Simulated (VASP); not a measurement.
# In3O2 (R-3m) in VASP: notebook, part 2 of 2

VASP 6.6.1. Earlier steps stand in the parts before.

### Step 4. Relaxation of cell and atoms, PBE

Contents of INCAR:

```
SYSTEM = In3O2
PREC     = Accurate       ! precision mode
ENCUT    = 600            ! plane-wave cutoff, eV
EDIFF    = 1E-6           ! SCF threshold, eV
ISMEAR   = 0              ! smearing method
SIGMA    = 0.1            ! smearing width, eV
LREAL    = .FALSE.        ! projectors in reciprocal space
LASPH    = .TRUE.         ! aspherical terms in the spheres
NELM     = 60             ! most SCF steps
ALGO     = Normal         ! electronic algorithm
ISIF     = 3              ! what is computed and relaxed
LWAVE    = .FALSE.        ! write WAVECAR
LCHARG   = .FALSE.        ! write CHGCAR
GGA      = PE             ! functional
IBRION   = 2              ! ionic algorithm
NSW      = 90             ! ionic steps
EDIFFG   = -0.04          ! ionic threshold
```

Contents of KPOINTS:

```
regular mesh
0
G
  6 6 6
  0 0 0
```

Contents of POSCAR:

```
In3O2
1.0
    1.7697070387      1.0217408352      8.2034898181
   -1.7697070387      1.0217408352      8.2034898181
    0.0000000000     -2.0434816703      8.2034898181
In O
3 2
Direct
    0.0000000000      0.0000000000      0.0000000000
    0.2095000000      0.2095000000      0.2095000000
    0.7905000000      0.7905000000      0.7905000000
    0.4000000000      0.4000000000      0.4000000000
    0.6000000000      0.6000000000      0.6000000000
```

Potentials or basis: VASP PAW PBE potentials, release 64 (In_d, O).

Launch:

```sh
> cat potpaw_PBE.64/In_d/POTCAR potpaw_PBE.64/O/POTCAR > POTCAR
> mpirun -np 1 vasp_std > vasp.out
```

OUTCAR:

```text
SYSTEM = In3O2
   PREC = Accurate
   ENCUT = 600
   EDIFF = 1E-6
   ISMEAR = 0
   LREAL = .FALSE.
   LASPH = .TRUE.
   NELM = 60
   ISIF = 3
   GGA = PE
   IBRION = 2
   NSW = 90
   EDIFFG = -0.04

 ion  position               nearest neighbor table
   1  0.000  0.000  0.000-   5 2.62   4 2.62   5 2.62   5 2.62   4 2.62   4 2.62   2 3.67   3 3.67
                             2 3.67   3 3.67   2 3.67   3 3.67
   2  0.209  0.209  0.209-   5 2.48   5 2.48   5 2.48   3 2.94   3 2.94   3 2.94   1 3.67   1 3.67
                             1 3.67
   3  0.791  0.791  0.791-   4 2.48   4 2.48   4 2.48   2 2.94   2 2.94   2 2.94   1 3.67   1 3.67
                             1 3.67
   4  0.400  0.400  0.400-   3 2.48   3 2.48   3 2.48   1 2.62   1 2.62   1 2.62
   5  0.600  0.600  0.600-   2 2.48   2 2.48   2 2.48   1 2.62   1 2.62   1 2.62

  LATTYP: Found a trigonal (rhomboedric) cell.
 ALAT       =     8.4541742668
 COS(alpha) =     0.9123624232

  Lattice vectors:

 A1 = (   1.7697070387,   1.0217408352,   8.2034898181)
 A2 = (  -1.7697070387,   1.0217408352,   8.2034898181)
 A3 = (   0.0000000000,  -2.0434816703,   8.2034898181)

Analysis of symmetry for initial positions (statically):
=====================================================================
[... 190 lines left out ...]
  external PRESSURE =     -11.4876074 kB  Pullay stress =       0.0000000 kB
[... 98 lines left out ...]
  FREE ENERGIE OF THE ION-ELECTRON SYSTEM (eV)
  ---------------------------------------------------
  free  energy   TOTEN  =       -21.2171690567 eV

  energy  without entropy=      -21.2053446400  energy(sigma->0) =      -21.21125685

[... ionic steps 4 to 24 ...]

--------------------------------------- Ionic step       25  -------------------------------------------

 number of electron      51.0000006 magnetization

------------------------ aborting loop because EDIFF is reached ----------------------------------------
[... 73 lines left out ...]
--------------------------------------- Ionic step       27  -------------------------------------------

 number of electron      51.0000007 magnetization

 Free energy of the ion-electron system (eV)
  ---------------------------------------------------
  ext. energy  EPLUGINS =         0.00000000
  ---------------------------------------------------
  free energy    TOTEN  =       -21.59374385 eV

  energy without entropy =      -21.57771785  energy(sigma->0) =      -21.58573085

 E-fermi :   6.8217     XC(G=0): -10.1530

 val. band max:        6.7864140259   @ k =   0.5000   0.3333  -0.0000
 cond. band min:       6.8313778513   @ k =   0.5000   0.3333   0.3333
 fundamental gap:      0.0449638254
 Fermi energy:         6.8217448487

 k-point     1 :       0.0000    0.0000    0.0000
  band No.  band energies     occupation
      1     -12.2651      2.00000
      2     -12.2382      2.00000
      3      -8.1770      2.00000
      4      -8.1770      2.00000
      5      -8.1405      2.00000
      6      -8.1315      2.00000
[... 781 lines left out ...]
     29       9.7223      0.00000
     30      10.0794      0.00000

 [... further k-points ...]
[... 5 lines left out ...]
  --------------------------------------------------------------------------------------
  -------------------------------------------------------------------------------------
  Total       -0.1521919     -0.1521919     -0.1221677      0.0000000     -0.0000000      0.0000000
  in kB       -2.5303472     -2.5303472     -2.0311640      0.0000000     -0.0000000      0.0000000
  external PRESSURE =      -2.3639528 kB  Pullay stress =       0.0000000 kB
[... 20 lines left out ...]
  FREE ENERGIE OF THE ION-ELECTRON SYSTEM (eV)
  ---------------------------------------------------
  free  energy   TOTEN  =       -21.5937438543 eV

  energy  without entropy=      -21.5777178494  energy(sigma->0) =      -21.58573085

 reached required accuracy - stopping structural energy minimisation
```

OSZICAR:

```text
N       E                     dE             d eps       ncg     rms          rms(c)
DAV:   1     0.586091926608E+03    0.58609E+03   -0.26805E+04  1920   0.256E+03
[... 279 lines left out ...]
DAV:   1    -0.216024457014E+02   -0.94026E-02   -0.20323E+00  1984   0.123E+01    0.804E-01
DAV:   2    -0.215964546190E+02    0.59911E-02   -0.86877E-02  2174   0.295E+00    0.311E-01
DAV:   3    -0.215943022948E+02    0.21523E-02   -0.71523E-03  2650   0.148E+00    0.170E-01
DAV:   4    -0.215938000711E+02    0.50222E-03   -0.26526E-03  2494   0.769E-01    0.810E-02
DAV:   5    -0.215937614062E+02    0.38665E-04   -0.41016E-04  2456   0.290E-01    0.489E-02
DAV:   6    -0.215937441757E+02    0.17230E-04   -0.68486E-05  2406   0.100E-01    0.203E-02
DAV:   7    -0.215937432834E+02    0.89232E-06   -0.10321E-05  2600   0.368E-02    0.108E-02
DAV:   8    -0.215937438543E+02   -0.57084E-06   -0.19137E-06  1282   0.177E-02
  27 F= -.21593744E+02 E0= -.21585731E+02  d E =-.205467E-02
```

CONTCAR:

```text
In3O2
   1.00000000000000
     1.7032412235972456    0.9833667789643048    9.5891241501640874
    -1.7032412235972456    0.9833667789643048    9.5891241501640874
     0.0000000000000000   -1.9667335578161138    9.5891241501620605
  In              O
     3     2
Direct
     0.0000000000000000    0.0000000000000000    0.0000000000000000
     0.2130499943194894    0.2130499943194894    0.2130499943194916
     0.7869500056805104    0.7869500056805104    0.7869500056805083
     0.4196720498957149    0.4196720498957149    0.4196720498957063
     0.5803279501042850    0.5803279501042850    0.5803279501042936

  0.00000000E+00  0.00000000E+00  0.00000000E+00
  0.00000000E+00  0.00000000E+00  0.00000000E+00
  0.00000000E+00  0.00000000E+00  0.00000000E+00
  0.00000000E+00  0.00000000E+00  0.00000000E+00
  0.00000000E+00  0.00000000E+00  0.00000000E+00
```

Wall time 90 min (1 thread of AMD EPYC 9R45 (Zen 5), shared host); peak memory 0.76 GiB.

What came out:

| Property | Result |
| --- | --- |
| Free energy | -21.5937 eV |
| Relaxed volume | 19.27 Å³/atom |
| Relaxed cell | a = 9.789 Å, b = 9.789 Å, c = 9.789 Å, α = 20.04°, β = 20.04°, γ = 20.04° |
| Space group after relaxing (to 0.1 Å) | R-3m (No. 166) |
| Energy gained by relaxing | 157.7 meV/atom |
| Ionic steps | 27 |
| Pressure after relaxing | -0.2 GPa |
| Largest force after relaxing | 0.022 eV/Å |
| Band gap on the k mesh | zero (an odd number of electrons rules out a gap without spin polarisation) |

Forces on the atoms (eV/Å):
```
In   0.000  0.000  0.000
In   0.000  0.000 -0.022
In   0.000  0.000  0.022
O    0.000  0.000  0.015
O    0.000  0.000 -0.015
```

The path:
```csv
step,energy change (eV),largest force (eV/Å),pressure (GPa),volume (Å³)
1,0.0000,1.9863,-1.15,89.00
2,-0.3414,0.7456,1.19,87.37
3,-0.4118,0.5740,3.39,86.33
4,-0.5163,0.4730,-0.18,91.11
5,-0.5269,0.4222,-1.47,93.32
6,-0.5855,0.3270,-0.69,92.90
7,-0.6166,0.6263,0.64,92.33
8,-0.6753,0.3626,-0.45,93.34
9,-0.7194,0.3977,-1.88,94.83
10,-0.7435,0.3625,-0.83,93.77
11,-0.7482,0.3241,-0.06,93.11
12,-0.7599,0.2318,0.39,92.97
13,-0.7679,0.1123,1.46,92.64
14,-0.7749,0.1131,0.86,93.65
15,-0.7775,0.1153,0.31,94.61
16,-0.7776,0.1171,0.24,94.76
17,-0.7797,0.0715,0.01,94.97
18,-0.7816,0.1078,-0.34,95.34
19,-0.7833,0.0886,0.01,95.08
20,-0.7837,0.0538,0.49,94.67
21,-0.7839,0.0682,0.31,94.83
22,-0.7850,0.0669,0.24,95.06
23,-0.7859,0.0640,0.15,95.35
24,-0.7861,0.0523,0.00,95.93
25,-0.7863,0.0587,0.06,95.67
26,-0.7876,0.0419,-0.01,95.94
27,-0.7883,0.0224,-0.24,96.37
```

Final structure:
```
In O
1.0
     1.70324    0.98337    9.58912
    -1.70324    0.98337    9.58912
     0.00000   -1.96673    9.58912
In O
3 2
Direct
  0.00000 0.00000 0.00000
  0.21305 0.21305 0.21305
  0.78695 0.78695 0.78695
  0.41967 0.41967 0.41967
  0.58033 0.58033 0.58033
```

Caveat: a cell axis changed by over 15 % at a fixed basis, so the end point is rough; spin-orbit coupling is left out, which moves the levels of the heavy elements; an odd number of electrons without spin polarisation forces a metal; a magnetic or distorted state may lie lower.

### Step 5. Single point, PBE, collinear spin, ferromagnetic start

Contents of INCAR:

```
SYSTEM = In3O2
PREC     = Accurate       ! precision mode
ENCUT    = 520            ! plane-wave cutoff, eV
EDIFF    = 1E-7           ! SCF threshold, eV
ISMEAR   = 0              ! smearing method
SIGMA    = 0.1            ! smearing width, eV
LREAL    = .False.        ! projectors in reciprocal space
LASPH    = .True.         ! aspherical terms in the spheres
NELM     = 150            ! most SCF steps
ALGO     = Normal         ! electronic algorithm
ISIF     = 2              ! what is computed and relaxed
LWAVE    = .False.        ! write WAVECAR
LCHARG   = .True.         ! write CHGCAR
ISPIN    = 2              ! spin polarisation
MAGMOM   = 0 0 0 1 1      ! initial moments
LORBIT   = 11             ! projections on sites
GGA      = PE             ! functional
LELF     = .True.         ! ELF
LVHAR    = .True.       
NBANDS   = 38             ! bands
```

Contents of KPOINTS:

```
regular mesh
0
Gamma
  6 6 6
  0 0 0
```

POSCAR is that of step 4.

Launch:

```sh
> cat potpaw_PBE.64/In_d/POTCAR potpaw_PBE.64/O/POTCAR > POTCAR
> mpirun -np 1 vasp_std > vasp.out
```

It took 9.8 min on 1 thread of AMD EPYC 9R45 (Zen 5), shared host; peak memory 0.75 GiB.

It converged, with:

```
Free energy                                           : -20.8028 eV
Pressure                                              : -1.1 GPa
Largest force                                         : 1.986 eV/Å
Net moment                                            : 0.00 μB per cell
Valence electrons inside the program's atomic spheres : In 11.19, 11.31 (each value once); O 4.85
```

Forces on the atoms (eV/Å):
```
In   0.000  0.000  0.000
In   0.000  0.000  1.986
In   0.000  0.000 -1.986
O    0.000  0.000  0.980
O    0.000  0.000 -0.980
```

Stress tensor (GPa, compression positive):
```
-1.18  0.00  0.00
 0.00 -1.18  0.00
 0.00  0.00 -1.06
```

Levels at points of the mesh, in eV from the Fermi level:
Spin up:
| k point | band 23 | band 24 | band 25 | band 26 | band 27 | band 28 | band 29 | band 30 |
| --- | --- | --- | --- | --- | --- | --- | --- | --- |
| (0.00, 0.00, 0.00) | -2.87 | -2.87 | -1.53 | -1.37 | 3.53 | 4.19 | 6.33 | 6.33 |
| (0.50, 0.00, 0.00) | -3.34 | -3.30 | -2.30 | -0.40 | 1.52 | 2.31 | 2.73 | 3.75 |
| (0.50, 0.50, 0.00) | -3.36 | -3.16 | -2.33 | -0.24 | 0.67 | 2.20 | 3.63 | 3.66 |
| (0.50, 0.50, 0.50) | -2.97 | -2.85 | -2.85 | 0.44 | 1.33 | 6.07 | 6.07 | 7.66 |
Spin down:
```tsv
k point	band 23	band 24	band 25	band 26	band 27	band 28	band 29	band 30
(0.00, 0.00, 0.00)	-2.87	-2.87	-1.53	-1.37	3.53	4.19	6.33	6.33
(0.50, 0.00, 0.00)	-3.34	-3.30	-2.30	-0.40	1.52	2.31	2.73	3.75
(0.50, 0.50, 0.00)	-3.36	-3.16	-2.33	-0.24	0.67	2.20	3.63	3.66
(0.50, 0.50, 0.50)	-2.97	-2.85	-2.85	0.44	1.33	6.07	6.07	7.66
```

Caveat: spin-orbit coupling is left out, which moves the levels of the heavy elements; forces of over 1 eV/Å act on the atoms, so gaps and moduli don't describe the material at rest.

### Step 6. Single point, PBE

This run uses another cell than the first one, of 19.06 Å³/atom.

Contents of INCAR:

```
SYSTEM = In3O2
ALGO = Normal ; EDIFF = 1E-7
ENCUT = 520 ; GGA = PE
ISIF = 2 ; ISMEAR = 0
LASPH = .TRUE. ; LCHARG = .FALSE.
LREAL = .FALSE. ; LWAVE = .FALSE.
NBANDS = 34 ; NELM = 60
PREC = Accurate ; SIGMA = 0.1
```

Contents of KPOINTS:

```
k-points
0
G
  12 12 12
  0 0 0
```

Contents of POSCAR:

```
In3O2
1.0
    1.6952355607      0.9787447073      9.5713345140
   -1.6952355607      0.9787447073      9.5713345140
    0.0000000000     -1.9574894147      9.5713345140
In O
3 2
Direct
    0.0000000000      0.0000000000      0.0000000000
    0.2116661620      0.2116661620      0.2116661620
    0.7883338380      0.7883338380      0.7883338380
    0.4203774985      0.4203774985      0.4203774985
    0.5796225015      0.5796225015      0.5796225015
```

Potentials or basis: VASP PAW PBE potentials, release 64 (In_d, O).

Launch:

```sh
> cat potpaw_PBE.64/In_d/POTCAR potpaw_PBE.64/O/POTCAR > POTCAR
> mpirun -np 1 vasp_std > vasp.out
```

Wall time 63 min (1 thread of Intel Xeon Platinum 8488C (Sapphire Rapids), shared host); peak memory 1.2 GiB.

It converged, with:

* Free energy: -21.6621 eV
* Pressure: 0.1 GPa
* Largest force: 0.041 eV/Å
* Band gap on the k mesh: zero (an odd number of electrons rules out a gap without spin polarisation)

Forces in eV/Å, atoms in the order of the input:
```
In   0.000  0.000  0.000
In   0.000  0.000 -0.039
In   0.000  0.000  0.039
O    0.000  0.000 -0.041
O    0.000  0.000  0.041
```

Stress tensor (GPa, compression positive):
```
0.20 0.00 0.00
0.00 0.20 0.00
0.00 0.00 0.01
```

Levels at points of the mesh, in eV from the Fermi level:
```
           k point  band 23  band 24  band 25  band 26  band 27  band 28
(0.00, 0.00, 0.00)    -3.03    -3.03    -1.95    -1.84     2.12     2.71
(0.50, 0.00, 0.00)    -3.69    -2.93    -1.59    -1.56    -0.09     2.94
(0.50, 0.50, 0.00)    -3.67    -2.86    -2.06    -1.04    -0.27     2.78
(0.50, 0.50, 0.50)    -3.05    -3.02    -3.02    -0.36     0.62     4.16
```

Caveat: spin-orbit coupling is left out, which moves the levels of the heavy elements; an odd number of electrons without spin polarisation forces a metal; a magnetic or distorted state may lie lower.

### Step 7. The runs side by side

| task | spin | cell | k mesh | cutoff (eV) | gap on the mesh (eV) | pressure (GPa) | largest force (eV/Å) |
| --- | --- | --- | --- | --- | --- | --- | --- |
| single point | off | a = 8.454 Å, angles 24.2°, 5 atoms, atomic positions A | 6 × 6 × 6 | 520 | none | -1.1 | 1.99 |
| single point | off | a = 9.871 Å, angles 19.9°, 5 atoms, atomic positions B | 6 × 6 × 6 | 520 | none | -0.2 | 0.01 |
| relaxation of cell and atoms | off | relaxed from a = 8.454 Å, angles 24.2°, 5 atoms, atomic positions A | 6 × 6 × 6 | 600 | none | -0.2 | 0.02 |
| single point | collinear, ferromagnetic start | a = 8.454 Å, angles 24.2°, 5 atoms, atomic positions A | 6 × 6 × 6 | 520 | none | -1.1 | 1.99 |
| single point | off | a = 9.769 Å, angles 20.0°, 5 atoms, atomic positions C | 12 × 12 × 12 | 520 | none | 0.1 | 0.04 |

Alike in all rows: level PBE; potentials or basis VASP PAW PBE potentials, release 64 (In_d, O); smearing gaussian 0.1 eV.

Caveats: spin-orbit coupling is left out, which moves the levels of the heavy elements; an odd number of electrons without spin polarisation forces a metal (at least some runs); a magnetic or distorted state may lie lower (at least some runs); a cell axis changed by over 15 % at a fixed basis, so the end point is rough (at least some runs); forces of over 1 eV/Å act on the atoms, so gaps and moduli don't describe the material at rest (at least some runs).

Absolute energies hang on the potentials; compare differences alone.
